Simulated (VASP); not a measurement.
# MnF2 (P4_2/mnm) in VASP: notebook, part 2 of 2

VASP 6.6.1. Earlier steps stand in the parts before.

## Step 4: Single point, PBEsol+U, collinear spin, ferromagnetic start

Input file INCAR:

```
SYSTEM = MnF2
PREC = Accurate
ENCUT = 520
EDIFF = 1E-6
ISMEAR = 0
SIGMA = 0.05
LREAL = .False.
LASPH = .True.
NELM = 150
ALGO = Normal
ISIF = 2
LWAVE = .False.
LCHARG = .False.
ISPIN = 2
MAGMOM = 4.65 4.65 0.07 0.07 0.07 0.07
LORBIT = 11
LMAXMIX = 4
LDAU = .True.
LDAUTYPE = 2
LDAUL = 2 -1
LDAUU = 4 0
LDAUJ = 0 0
LDAUPRINT = 1
GGA = PS
NBANDS = 40
```

Input file KPOINTS:

```
regular mesh
0
Gamma
  4 4 6
  0 0 0
```

Input file POSCAR:

```
MnF2
1.0
    4.8733996600      0.0000000000      0.0000000000
    0.0000000000      4.8733996600      0.0000000000
    0.0000000000      0.0000000000      3.3098997700
Mn F
2 4
Direct
    0.0000000000      0.0000000000      0.0000000000
    0.5000000000      0.5000000000      0.5000000000
    0.3050000000      0.3050000000      0.0000000000
    0.1950000000      0.8050000000      0.5000000000
    0.6950000000      0.6950000000      0.0000000000
    0.8050000000      0.1950000000      0.5000000000
```

Potentials or basis: VASP PAW PBE potentials, release 64 (Mn_pv, F).

On the command line:

```console
> cat potpaw_PBE.64/Mn_pv/POTCAR potpaw_PBE.64/F/POTCAR > POTCAR
> mpirun -np 1 vasp_std > vasp.out
```

OUTCAR:

```text
SYSTEM = MnF2
   PREC = Accurate
   ENCUT = 520
   EDIFF = 1E-6
   ISMEAR = 0
   LREAL = .False.
   LASPH = .True.
   NELM = 150
   ISIF = 2
   ISPIN = 2
   LORBIT = 11
   GGA = PS

 ion  position               nearest neighbor table
   1  0.000  0.000  0.000-   3 2.10   5 2.10   4 2.13   6 2.13   4 2.13   6 2.13
   2  0.500  0.500  0.500-   4 2.10   6 2.10   5 2.13   3 2.13   3 2.13   5 2.13
   3  0.305  0.305  0.000-   1 2.10   2 2.13   2 2.13
   4  0.195  0.805  0.500-   2 2.10   1 2.13   1 2.13
   5  0.695  0.695  0.000-   1 2.10   2 2.13   2 2.13
   6  0.805  0.195  0.500-   2 2.10   1 2.13   1 2.13

  LATTYP: Found a simple tetragonal cell.
 ALAT       =     4.8733996600
 C/A-ratio  =     0.6791767556

  Lattice vectors:

 A1 = (   4.8733996600,   0.0000000000,   0.0000000000)
 A2 = (   0.0000000000,   4.8733996600,   0.0000000000)
 A3 = (   0.0000000000,   0.0000000000,   3.3098997700)

Analysis of symmetry for initial positions (statically):
=====================================================================
 Subroutine PRICEL returns:
 Original cell was already a primitive cell.

 Routine SETGRP: Setting up the symmetry group for a
 simple tetragonal supercell.

 Subroutine GETGRP returns: Found 16 space group operations
 (whereof  8 operations were pure point group operations)
 out of a pool of 16 trial point group operations.

The static configuration has the point symmetry D_2h.
 The point group associated with its full space group is D_4h.

Analysis of symmetry for dynamics (positions and initial velocities):
=====================================================================
 Subroutine PRICEL returns:
 Original cell was already a primitive cell.

 Routine SETGRP: Setting up the symmetry group for a
 simple tetragonal supercell.

 Subroutine GETGRP returns: Found 16 space group operations
 (whereof  8 operations were pure point group operations)
 out of a pool of 16 trial point group operations.

The dynamic configuration has the point symmetry D_2h.
[... 253 lines left out ...]
      1     -46.7173      1.00000
      2     -46.7173      1.00000
      3     -46.6597      1.00000
      4     -46.6597      1.00000
      5     -46.6550      1.00000
      6     -46.6531      1.00000
[... 997 lines left out ...]
     38      11.8801      0.00000
     39      11.9688      0.00000
 Fermi energy:         2.4054585268

 spin component 2

 k-point     1 :       0.0000    0.0000    0.0000
  band No.  band energies     occupation
      1     -41.7278      1.00000
      2     -41.7278      1.00000
      3     -41.6621      1.00000
      4     -41.6621      1.00000
      5     -41.6541      1.00000
      6     -41.6513      1.00000
[... 997 lines left out ...]
     38      12.6468      0.00000
     39      13.0023      0.00000
 [bands above 39 left out]

------------------------ aborting loop because EDIFF is reached ----------------------------------------

  FORCE on cell =-STRESS in cart. coord.  units (eV):
  Direction    XX          YY          ZZ          XY          YZ          ZX
  --------------------------------------------------------------------------------------
  -------------------------------------------------------------------------------------
  Total        0.3295601      0.3295601      0.2455338      0.0000000      0.0000000      0.0000000
  in kB        6.7168609      6.7168609      5.0042967      0.0000000      0.0000000      0.0000000
  external PRESSURE =       6.1460061 kB  Pullay stress =       0.0000000 kB

 VOLUME and BASIS-vectors are now :
 -----------------------------------------------------------------------------
  energy-cutoff  :      520.00
  volume of cell :       78.61
      direct lattice vectors                 reciprocal lattice vectors
     4.873399660  0.000000000  0.000000000     0.205195566  0.000000000  0.000000000
     0.000000000  4.873399660  0.000000000     0.000000000  0.205195566  0.000000000
     0.000000000  0.000000000  3.309899770     0.000000000  0.000000000  0.302123952

 POSITION                                       TOTAL-FORCE (eV/Angst)
 -----------------------------------------------------------------------------------
      0.00000      0.00000      0.00000        -0.000000      0.000000      0.000000
      2.43670      2.43670      1.65495        -0.000000      0.000000      0.000000
      1.48639      1.48639      0.00000         0.005849      0.005849     -0.000000
      0.95031      3.92309      1.65495        -0.005849      0.005849     -0.000000
      3.38701      3.38701      0.00000        -0.005849     -0.005849      0.000000
      3.92309      0.95031      1.65495         0.005849     -0.005849      0.000000
 -----------------------------------------------------------------------------------
    total drift:                                0.000000      0.000000      0.000000

  FREE ENERGIE OF THE ION-ELECTRON SYSTEM (eV)
  ---------------------------------------------------
  free  energy   TOTEN  =       -39.1155753573 eV

  energy  without entropy=      -39.1155753573  energy(sigma->0) =      -39.11557536

 total charge

# of ion       s       p       d       tot
------------------------------------------
    1        0.168   6.152   4.949  11.268
    2        0.168   6.152   4.949  11.268
    3        1.731   4.363   0.000   6.094
    4        1.731   4.363   0.000   6.094
    5        1.731   4.363   0.000   6.094
    6        1.731   4.363   0.000   6.094
--------------------------------------------------
tot          7.260  29.757   9.897  46.914

 magnetization (x)

# of ion       s       p       d       tot
------------------------------------------
    1        0.024   0.023   4.639   4.685
    2        0.024   0.023   4.639   4.685
    3        0.006   0.047   0.000   0.054
    4        0.006   0.047   0.000   0.054
    5        0.006   0.047   0.000   0.054
    6        0.006   0.047   0.000   0.054
--------------------------------------------------
tot          0.073   0.234   9.278   9.585
```

OSZICAR:

```text
N       E                     dE             d eps       ncg     rms          rms(c)
DAV:   1     0.676155261707E+03    0.67616E+03   -0.29684E+04  3904   0.151E+03
DAV:   2     0.195827132771E+02   -0.65657E+03   -0.60944E+03  4016   0.459E+02
DAV:   3    -0.383933560639E+02   -0.57976E+02   -0.57345E+02  4440   0.148E+02
DAV:   4    -0.392862861878E+02   -0.89293E+00   -0.89241E+00  4088   0.202E+01
DAV:   5    -0.392966888740E+02   -0.10403E-01   -0.10402E-01  4320   0.217E+00    0.204E+01
DAV:   6    -0.380826179977E+02    0.12141E+01   -0.14374E+01  4336   0.306E+01    0.161E+01
DAV:   7    -0.388124319332E+02   -0.72981E+00   -0.15472E+00  4000   0.105E+01    0.103E+01
DAV:   8    -0.382017869487E+02    0.61064E+00   -0.39057E-01  4176   0.667E+00    0.620E+00
DAV:   9    -0.391167662208E+02   -0.91498E+00   -0.10807E-01  4272   0.401E+00    0.978E-01
DAV:  10    -0.391147971375E+02    0.19691E-02   -0.25109E-02  4064   0.116E+00    0.247E-01
DAV:  11    -0.391152857813E+02   -0.48864E-03   -0.18748E-03  4160   0.273E-01    0.122E-01
DAV:  12    -0.391155220817E+02   -0.23630E-03   -0.64477E-04  4000   0.175E-01    0.657E-02
DAV:  13    -0.391155628740E+02   -0.40792E-04   -0.30512E-05  4040   0.503E-02    0.464E-02
DAV:  14    -0.391155719505E+02   -0.90765E-05   -0.26290E-05  3992   0.321E-02    0.213E-02
DAV:  15    -0.391155753082E+02   -0.33577E-05   -0.34437E-06  3552   0.150E-02    0.218E-03
DAV:  16    -0.391155753573E+02   -0.49033E-07   -0.36414E-07  2392   0.573E-03
   1 F= -.39115575E+02 E0= -.39115575E+02  d E =-.910358E-28  mag=    10.0000
```

stdout:

```text
POSCAR found type information on POSCAR MnF
 POSCAR found :  2 types and       6 ions
 scaLAPACK will be used
 -----------------------------------------------------------------------------
|                                                                             |
|                                                                             |
|     You enforced a specific xc type in the INCAR file but a different       |
|     I HOPE YOU KNOW WHAT YOU ARE DOING!                                     |
|                                                                             |
 -----------------------------------------------------------------------------

 LDA part: xc-table for (Slater+PW92), standard interpolation
 POSCAR, INCAR and KPOINTS ok, starting setup
 FFT: planning ... GRIDC
 FFT: planning ... GRID_SOFT
 FFT: planning ... GRID
 WAVECAR not read
 entering main loop
```

Run time: 51 s. Hardware: 1 thread of Intel Xeon 6975P-C (Granite Rapids), shared host; peak memory 0.27 GiB.

Results:

```
Free energy                                           : -39.1156 eV
Pressure                                              : 0.6 GPa
Largest force                                         : 0.008 eV/Å
Band gap on the k mesh                                : 2.25 eV
Net moment                                            : 10.00 μB per cell
Site moments                                          : Mn +4.68; F +0.05 μB
Valence electrons inside the program's atomic spheres : Mn 11.27; F 6.09
```

Forces in eV/Å, atoms in the order of the input:
```
Mn   0.000  0.000  0.000
Mn   0.000  0.000  0.000
F    0.006  0.006  0.000
F   -0.006  0.006  0.000
F   -0.006 -0.006  0.000
F    0.006 -0.006  0.000
```

Levels at points of the mesh, in eV from the valence-band top:
Spin up:
| k point | band 30 | band 31 | band 32 | band 33 | band 34 | band 35 |
| --- | --- | --- | --- | --- | --- | --- |
| (0.00, 0.00, 0.00) | -0.58 | -0.58 | 0.00 | 2.25 | 7.58 | 7.58 |
| (0.50, 0.00, 0.00) | -0.89 | -0.72 | -0.72 | 4.63 | 4.63 | 8.89 |
| (0.50, 0.50, 0.00) | -1.31 | -0.58 | -0.58 | 6.09 | 6.09 | 6.71 |
| (0.00, 0.00, 0.50) | -1.45 | -1.21 | -1.21 | 6.87 | 6.87 | 10.63 |
| (0.50, 0.00, 0.50) | -1.82 | -0.30 | -0.30 | 7.98 | 7.98 | 8.08 |
| (0.50, 0.50, 0.50) | -1.47 | -0.94 | -0.94 | 7.92 | 7.92 | 9.01 |
Spin down:
| k point | band 20 | band 21 | band 22 | band 23 | band 24 | band 25 |
| --- | --- | --- | --- | --- | --- | --- |
| (0.00, 0.00, 0.00) | -3.35 | -3.35 | -3.05 | 3.18 | 4.56 | 5.02 |
| (0.50, 0.00, 0.00) | -4.09 | -3.38 | -3.38 | 4.73 | 4.73 | 5.37 |
| (0.50, 0.50, 0.00) | -3.81 | -3.67 | -3.67 | 4.69 | 4.69 | 5.31 |
| (0.00, 0.00, 0.50) | -3.96 | -3.73 | -3.73 | 5.12 | 5.12 | 5.13 |
| (0.50, 0.00, 0.50) | -3.76 | -3.56 | -3.56 | 4.81 | 4.81 | 5.22 |
| (0.50, 0.50, 0.50) | -3.52 | -3.45 | -3.45 | 5.14 | 5.14 | 5.15 |

Eigenvalues of the final occupation matrices:
```
    site  spin  trace               eigenvalues
site 1 d     1   4.81  0.94 0.95 0.95 0.98 0.99
site 1 d     2   0.16  0.01 0.01 0.01 0.06 0.06
site 2 d     1   4.81  0.94 0.95 0.95 0.98 0.99
site 2 d     2   0.16  0.01 0.01 0.01 0.06 0.06
```

Caveat: the PAW data sets were made with another functional, which shifts forces and pressure a little; only a ferromagnetic start was run, and an antiferromagnetic order may lie lower in energy.
